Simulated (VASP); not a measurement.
Input of a VASP 6.6.1 run:

INCAR

```
SYSTEM = Pt
PREC     = Accurate       ! precision mode
ENCUT    = 520            ! plane-wave cutoff, eV
EDIFF    = 1E-6           ! SCF threshold, eV
ISMEAR   = -1             ! smearing method
SIGMA    = 0.1            ! smearing width, eV
LREAL    = .False.        ! projectors in reciprocal space
LASPH    = .True.         ! aspherical terms in the spheres
NELM     = 80             ! most SCF steps
ALGO     = Normal         ! electronic algorithm
ISIF     = 2              ! what is computed and relaxed
LWAVE    = .False.        ! write WAVECAR
LCHARG   = .False.        ! write CHGCAR
NBANDS   = 11             ! bands
```

KPOINTS

```
Automatic mesh
0
Gamma
  17 17 17
  0 0 0
```

File POSCAR:

```
Pt
1.0
    2.4346290923      0.0000000000      0.0000000000
    0.0000000000      2.4346290923      0.0000000000
    0.0000000000      0.0000000000      2.4346290923
Pt
1
Direct
    0.0000000000      0.0000000000      0.0000000000
```

Potentials or basis: VASP PAW LDA potentials, release 64 (Pt).

The run is started by

```bash
$ cat potpaw_LDA.64/Pt/POTCAR > POTCAR
$ mpirun -np 1 vasp_std > vasp.out
```

Question: Predict the pressure.

Answer: 58.7 GPa.

Question: Predict the band gap on the k mesh.

Answer: Zero (band 5 reaches 14.94 eV, above the bottom of band 6 at 10.65 eV).

Caveat: spin-orbit coupling is left out, which moves the levels of the heavy elements.
